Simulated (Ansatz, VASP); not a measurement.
**Two plane-wave programs on Ag**

```
CELL_PARAMETERS angstrom
0.00000 2.04310 2.07375
2.04310 0.00000 2.07375
2.04310 2.04310 0.00000
ATOMIC_POSITIONS crystal
Ag 0.00000 0.00000 0.00000
```

Change from the starting cell: strain +0.000 along x and y, +0.015 along z, atoms carried along.

Alike in both runs: task single point; functional PBEsol; k mesh 20 × 20 × 20; occupations gaussian, width 0.15 eV; no spin polarisation.

```csv
,VASP,Ansatz
version,VASP 6.6.1,Ansatz 0.2.0
potentials or method,"VASP PAW PBE potentials, release 64 (Ag), cutoff 520 eV","scalar-relativistic, plane waves, PAW"
valence electrons in the cell,11,19
```

```tsv
	VASP	Ansatz	Ansatz less VASP
gap on the k mesh at the Fermi level (eV)	none	none	-
pressure (GPa)	-4.3	-4.1	+0.18
traceless stress, the component that is largest in VASP (GPa)	-0.39	-0.39	-0.003
```

VASP's potentials were made for PBE, not for PBEsol. A gap of «none» marks a metal or a gap that the smearing closes. VASP's potentials hold 11 valence electrons a cell and Ansatz's 19, so a difference there can come from the potentials and not from the codes.
